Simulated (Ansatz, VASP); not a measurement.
**One calculation of HfZrSe4, two programs**

```xyz
6
Lattice="4.7507 0.0000 0.0000 -2.3754 4.1143 0.0000 0.0000 0.0000 6.2389" Properties=species:S:1:pos:R:3 pbc="T T T"
Zr    0.0000    0.0000    3.1194
Hf    0.0000    0.0000    0.0000
Se    0.0000    2.7428    4.6729
Se    0.0000    2.7428    1.5660
Se    2.3754    1.3714    4.6729
Se    2.3754    1.3714    1.5660
```

Change from the starting cell: species swapped into the ZrTiB4 type (P6/mmm, No. 191).

Alike in both runs: task relaxation of cell and atoms; functional PBE; k mesh 6 × 6 × 4; occupations gaussian, width 0.1 eV; no spin polarisation.

|  | VASP | Ansatz |
| --- | --- | --- |
| version | VASP 6.6.1 | Ansatz 0.2.0 |
| potentials or method | VASP PAW PBE potentials, release 64 (Zr_sv, Hf_pv, Se), cutoff 600 eV | scalar-relativistic, plane waves, PAW |
| valence electrons in the cell | 46 | 102 |

```tsv
	VASP	Ansatz	Ansatz less VASP
gap on the k mesh at the Fermi level, each at its own relaxed structure (eV)	none	none	-
relaxed volume (Å³/atom)	20.42	20.46	+0.043
relaxed length of the cell vector where the two differ most in proportion (Å)	6.276	6.288	+0.0119
```

A gap of «none» marks a metal or a gap that the smearing closes. VASP's potentials hold 46 valence electrons a cell and Ansatz's 102, so a difference there can come from the potentials and not from the codes.

Spin-orbit coupling is off throughout.
